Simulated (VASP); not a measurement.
Here is a VASP 6.6.1 calculation.

The input POSCAR:

```
NiSb
1.0
    3.9280000000      0.0000000000      0.0000000000
   -1.9640000000      3.4017477861      0.0000000000
    0.0000000000      0.0000000000      5.1200000000
Sb Ni
2 2
Direct
    0.6666666667      0.3333333333      0.7500000000
    0.3333333333      0.6666666667      0.2500000000
    0.0000000000      0.0000000000      0.5000000000
    0.0000000000      0.0000000000      0.0000000000
```

Contents of INCAR.step1:

```
  ALGO = Normal
  EDIFF = 1E-4
  ENCUT = 520
  GGA = PE
  ISMEAR = -1
  ISPIN = 2
  LASPH = T
  LCHARG = F
  LDAU = T
  LDAUJ = 0 0
  LDAUL = -1 2
  LDAUTYPE = 2
  LDAUU = 0 4
  LMAXMIX = 4
  LREAL = F
  LWAVE = T
  MAGMOM = 0 0 1 1
  NBANDS = 27
  NELM = 150
  PREC = Accurate
  SIGMA = 0.05
```

The input INCAR.step2:

```
  ALGO = Normal
  EDIFF = 1E-6
  ENCUT = 520
  ISIF = 2
  ISMEAR = -1
  ISPIN = 2
  ISTART = 1
  LASPH = T
  LCHARG = F
  LDAU = T
  LDAUJ = 0 0
  LDAUL = -1 2
  LDAUPRINT = 1
  LDAUTYPE = 2
  LDAUU = 0 4
  LMAXMIX = 4
  LMIXTAU = T
  LORBIT = 11
  LREAL = F
  LWAVE = F
  MAGMOM = 0 0 1 1
  METAGGA = R2SCAN
  NBANDS = 27
  NELM = 150
  PREC = Accurate
  SIGMA = 0.05
```

Contents of KPOINTS:

```
k-points
0
Gamma
  8 8 5
```

Potentials or basis: VASP PAW PBE potentials, release 64 (Sb, Ni).

Run with:

```sh
$ cat potpaw_PBE.64/Sb/POTCAR potpaw_PBE.64/Ni/POTCAR > POTCAR
$ cp INCAR.step1 INCAR
$ mpirun -np 1 vasp_std > vasp.out
$ cp INCAR.step2 INCAR
$ mpirun -np 1 vasp_std > vasp.out
```

Q: Predict the band gap on the k mesh.

A: Zero (filled and empty bands overlap).

Q: What does it give for the net moment?

A: 0.00 μB per cell.

Q: What does it give for the pressure?

A: -3.2 GPa.

Stress tensor (GPa, compression positive):
```
-3.66  0.00  0.00
 0.00 -3.66  0.00
 0.00  0.00 -2.42
```

Caveat: the cell stands under tension; the moments typed at the start vanished in this run; the PAW data sets were made with another functional, which shifts forces and pressure a little; spin-orbit coupling is left out, which moves the levels of the heavy elements; the U is typed as a test and isn't derived for this compound. The state reached can hang on the start; a lower one may exist.
